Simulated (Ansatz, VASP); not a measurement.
Two plane-wave programs on Yb

Contents of POSCAR:

```
Yb
1.0
    0.0000000000      4.1251192068      4.1251192068
    4.1251192068      0.0000000000      4.1251192068
    4.1251192068      4.1251192068      0.0000000000
Yb
2
Direct
    0.1250000000      0.1250000000      0.1250000000
    0.8750000000      0.8750000000      0.8750000000
```

File INCAR.step1:

```
SYSTEM = Yb
  PREC = Accurate
  ENCUT = 520
  ISMEAR = -1
  SIGMA = 0.1
  LREAL = .False.
  LASPH = .True.
  NELM = 80
  NBANDS = 31
  GGA = PE
  ALGO = Normal
  EDIFF = 1E-4
  LWAVE = .True.
  LCHARG = .False.
```

Contents of INCAR.step2:

```
SYSTEM = Yb
  PREC = Accurate
  ENCUT = 520
  EDIFF = 1E-6
  ISMEAR = -1
  SIGMA = 0.1
  LREAL = .False.
  LASPH = .True.
  NELM = 80
  ALGO = Normal
  ISIF = 2
  LWAVE = .False.
  LCHARG = .False.
  METAGGA = R2SCAN
  LMIXTAU = .True.
  NBANDS = 31
  ISTART = 1
```

The input KPOINTS:

```
regular mesh
0
Gamma
  7 7 7
  0 0 0
```

Input for Ansatz:

```yaml
crystal:
  lattice:
    - [0.0, 4.1251192068, 4.1251192068]
    - [4.1251192068, 0.0, 4.1251192068]
    - [4.1251192068, 4.1251192068, 0.0]
  atoms:
    - { symbol: Yb, position: [0.125, 0.125, 0.125] }
    - { symbol: Yb, position: [0.875, 0.875, 0.875] }
hamiltonian:
  xc: r2scan
  pseudopotentials:
    kind: paw
    azcp:
      Yb: "pseudopotentials/Yb.paw.azcp"
basis:
  ecutwfc: 500
  fft_grid_basis: typed
kpoints:
  mp_grid: { grid: [7, 7, 7], shift: [0, 0, 0] }
magnetization:
  spin_polarized: false
scf:
  occupations: { method: fermi_dirac, width: 0.1 }
  lower_state_search: "off"
output:
  stress: true
  write_density: true
  write_potential: true
  elf: true
  volumetric_format: npy
```

Alike in both runs: task single point; functional r2SCAN; k mesh 7 × 7 × 7; occupations fermi-dirac, width 0.1 eV; no spin polarisation.

|  | VASP | Ansatz |
| --- | --- | --- |
| version | VASP 6.6.1 | Ansatz 0.2.0 |
| potentials or method | VASP PAW PBE potentials, release 64 (Yb), cutoff 520 eV | plane waves (500 eV) with PAW, scalar-relativistic |
| valence electrons in the cell | 48 | 48 |

```csv
,VASP,Ansatz,Ansatz less VASP
pressure (GPa),0.8,0.6,-0.18
```

VASP's potentials were made for PBE, not for r2SCAN. The functional is the same, so the differences come from potentials, cutoffs and numerics.

Neither program's run includes spin-orbit coupling.
